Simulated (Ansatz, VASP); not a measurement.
# One calculation of Hg2O, two programs

```
Hg O
1.0
     3.46970    0.00000    0.00000
     0.00000    3.46970    0.00000
     0.00000    0.00000    4.82019
Hg O
2 1
Direct
  0.50000 0.00000 0.68573
  0.00000 0.50000 0.31427
  0.00000 0.00000 0.00000
```

Change from the starting cell: ordered vacancies on the anion sites of zinc blende (P-4m2, No. 115).

Alike in both runs: functional PBE; k mesh 14 × 14 × 10; occupations gaussian, width 0.1 eV; no spin polarisation.

Ansatz relaxed the structure, and its values are those at the end. VASP's run is a single point on that final structure, the one shown.

|  | VASP | Ansatz |
| --- | --- | --- |
| version | VASP 6.6.1 | Ansatz 0.2.0 |
| potentials or method | VASP PAW PBE potentials, release 64 (Hg, O), cutoff 520 eV | scalar-relativistic, plane waves, PAW |
| valence electrons in the cell | 30 | 46 |

|  | VASP | Ansatz | Ansatz less VASP |
| --- | --- | --- | --- |
| gap on the k mesh at the Fermi level (eV) | none | none | - |
| pressure (GPa) | 0.8 | 0.0 | -0.75 |
| rms of the force components (eV/Å) | 0.021 | 0.003 | -0.0183 |

A gap of «none» marks a metal or a gap that the smearing closes. The functional is the same, so the differences come from potentials, cutoffs and numerics. VASP's potentials hold 30 valence electrons a cell and Ansatz's 46, so a difference there can come from the potentials and not from the codes.

Neither program's run includes spin-orbit coupling.
